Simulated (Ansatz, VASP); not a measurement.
# One calculation of Be, two programs

The input POSCAR:

```
Be
1.0
    2.2853000000      0.0000000000      0.0000000000
   -1.1426500000      1.9791278553      0.0000000000
    0.0000000000      0.0000000000      3.5842000000
Be
2
Direct
    0.3333333333      0.6666666667      0.2500000000
    0.6666666667      0.3333333333      0.7500000000
```

The input INCAR.step1:

```
PREC = Accurate
ENCUT = 600
ISMEAR = 0
SIGMA = 0.1
LREAL = False
LASPH = True
NELM = 60
GGA = PE
ALGO = Normal
EDIFF = 1E-4
LWAVE = True
LCHARG = False
```

INCAR.step2

```
PREC = Accurate
ENCUT = 600
EDIFF = 1E-6
ISMEAR = 0
SIGMA = 0.1
LREAL = False
LASPH = True
NELM = 60
ALGO = Normal
ISIF = 3
LWAVE = False
LCHARG = False
METAGGA = R2SCAN
LMIXTAU = True
IBRION = 2
NSW = 100
EDIFFG = -0.005
ISTART = 1
```

Contents of KPOINTS:

```
regular mesh
0
Gamma
  21 21 12
```

Input for Ansatz:

```yaml
crystal:
  lattice:
    - [2.2853, 0.0, 0.0]
    - [-1.14265, 1.9791278553, 0.0]
    - [0.0, 0.0, 3.5842]
  atoms:
    - { symbol: Be, position: [0.3333333333, 0.6666666667, 0.25] }
    - { symbol: Be, position: [0.6666666667, 0.3333333333, 0.75] }
basis:
  ecutwfc: 500
kpoints:
  mp_grid: { grid: [21, 21, 12] }
hamiltonian:
  xc: r2scan
scf:
  occupations: { method: gaussian, width: 0.1 }
output:
  forces: true
  stress: true
  eigenvalues: true
  write_density: true
  write_potential: true
  elf: true
  volumetric_format: npy
relax:
  adjacent_minimum: "off"
  f_tol: 0.005
  max_steps: 80
  cell: { stress_tol: 0.05 }
```

Alike in both runs: task relaxation of cell and atoms; functional r2SCAN; k mesh 21 × 21 × 12; occupations gaussian, width 0.1 eV; no spin polarisation.

|  | VASP | Ansatz |
| --- | --- | --- |
| version | VASP 6.6.1 | Ansatz 0.2.0 |
| potentials or method | VASP PAW PBE potentials, release 64 (Be), cutoff 600 eV | scalar-relativistic, plane waves, PAW |
| valence electrons in the cell | 4 | 4 |

Ansatz gave:

| Property | Result |
| --- | --- |
| gap on the k mesh at the Fermi level, each at its own relaxed structure (eV) | none |
| relaxed volume (Å³/atom) | 7.91 |
| relaxed length of the cell vector where the two differ most in proportion (Å) | 3.569 |

Question: What did VASP give for the same quantities?

Answer: gap on the k mesh at the Fermi level, each at its own relaxed structure (eV): none; relaxed volume (Å³/atom): 7.92; relaxed length of the cell vector where the two differ most in proportion (Å): 3.571.

VASP's potentials were made for PBE, not for r2SCAN. A gap of «none» marks a metal or a gap that the smearing closes.
